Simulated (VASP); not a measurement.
Set up this calculation in VASP 6.6.1, as the native input.

```
Task                   : single point
Functional             : PBE
Potentials or basis    : VASP PAW PBE potentials, release 64 (Ag)
Cutoff                 : 520 eV
k mesh                 : 20 × 20 × 20
Occupations            : gaussian, width 0.15 eV
Spin                   : no spin polarisation
Dipole correction      : no
Further INCAR settings : ALGO = Fast; EDIFF = 1e-07; NBANDS = 12
```

The structure of Ag lies in POSCAR:

```
Ag
1.0
    0.0000000000      2.2065480000      1.9613760000
    2.2065480000      0.0000000000      1.9613760000
    2.2065480000      2.2065480000      0.0000000000
Ag
1
Direct
    0.0000000000      0.0000000000      0.0000000000
```

This cell differs from its parent crystal: strain +0.080 along x and y, -0.040 along z.

These files were run (other wordings do the same):

INCAR

```
SYSTEM = Ag
PREC = Accurate
ENCUT = 520
EDIFF = 1E-7
ISMEAR = 0
SIGMA = 0.15
LREAL = .False.
LASPH = .True.
NELM = 60
ALGO = Fast
ISIF = 2
LWAVE = .False.
LCHARG = .False.
GGA = PE
NBANDS = 12
```

KPOINTS

```
Automatic mesh
0
Gamma
  20 20 20
  0 0 0
```

Potentials or basis: VASP PAW PBE potentials, release 64 (Ag).

Run with:

```sh
$ cat potpaw_PBE.64/Ag/POTCAR > POTCAR
$ mpirun -np 1 vasp_std > vasp.out
```

It gave:

* Pressure: -4.9 GPa

Caveat: the cell differs from its parent crystal (strain +0.080 along x and y, -0.040 along z).

It took 90 s on 1 thread of Intel(R) Xeon(R) Platinum 8375C CPU @ 2.90GHz (Ice Lake), on a shared host, peak memory 0.25 GiB.
